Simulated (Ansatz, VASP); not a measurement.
# One calculation of BeCu2O2, two programs

```xyz
5
Lattice="-1.9854 1.9854 3.3397 1.9854 -1.9854 3.3397 1.9854 1.9854 -3.3397" Properties=species:S:1:pos:R:3 pbc="T T T"
Be    0.0000    0.0000    0.0000
Cu    0.0000    0.0000    4.5787
Cu    0.0000    0.0000    2.1007
O     0.0000    1.9854    1.6699
O     1.9854    0.0000    1.6699
```

Alike in both runs: task single point; functional r2SCAN; dispersion rVV10; k mesh 10 × 10 × 10; occupations fermi-dirac, width 0.03 eV; no spin polarisation.

|  | VASP | Ansatz |
| --- | --- | --- |
| version | VASP 6.6.1 | Ansatz 0.2.0 |
| potentials or method | VASP PAW PBE potentials, release 64 (Be, Cu, O) | plane waves, PAW |
| plane-wave cutoff (eV) | 520 | 500 |
| valence electrons in the cell | 36 | 52 |

|  | VASP | Ansatz | Ansatz less VASP |
| --- | --- | --- | --- |
| pressure (GPa) | 0.7 | 0.1 | -0.64 |
| traceless stress, the component that is largest in VASP (GPa) | -1.22 | -0.70 | +0.523 |
| rms of the force components (eV/Å) | 0.001 | 0.009 | +0.0079 |

VASP's potentials were made for PBE, not for r2SCAN. Atom by atom the forces differ by 0.010 eV/Å (rms over components). VASP's potentials hold 36 valence electrons a cell and Ansatz's 52, so a difference there can come from the potentials and not from the codes.
